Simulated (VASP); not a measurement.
# BeTe3: single point with PBE

The system is BeTe3.

```xyz
4
Lattice="-3.0062 3.0062 3.0062 3.0062 -3.0062 3.0062 3.0062 3.0062 -3.0062" Properties=species:S:1:pos:R:3 pbc="T T T"
Be    0.0000    0.0000    0.0000
Te    3.0062    0.0000    0.0000
Te    0.0000    3.0062    0.0000
Te    0.0000    0.0000    3.0062
```

```
Program                : VASP 6.6.1
Task                   : single point
Functional             : PBE
Potentials or basis    : VASP PAW PBE potentials, release 64 (Be, Te)
Cutoff                 : 520 eV
k mesh                 : 12 × 12 × 12
Occupations            : gaussian, width 0.1 eV
Spin                   : no spin polarisation
Dipole correction      : no
Further INCAR settings : ALGO = Normal; EDIFF = 1e-06; NBANDS = 18
```

The pressure is 0.0 GPa. The band gap on the k mesh is zero (band 10 reaches 7.28 eV, above the bottom of band 11 at 5.25 eV).

Levels at points of the mesh, in eV from the Fermi level:
```tsv
k point	band 6	band 7	band 8	band 9	band 10	band 11	band 12	band 13	band 14	band 15
(0.00, 0.00, 0.00)	-5.17	-3.09	-3.09	-3.09	-1.59	2.19	2.19	2.19	2.72	2.72
(0.50, 0.00, 0.00)	-3.57	-2.68	-1.96	-1.85	-1.45	-0.63	1.96	2.36	2.55	3.40
(0.50, 0.50, 0.50)	-6.39	-2.02	-2.02	-2.02	-1.08	3.67	3.67	3.67	4.89	4.89
```

It took 48 s on 1 thread of Intel(R) Xeon(R) 6975P-C (Granite Rapids), with other jobs on the host, peak memory 0.31 GiB.

Caveat: spin-orbit coupling is left out, which moves the levels of the heavy elements.
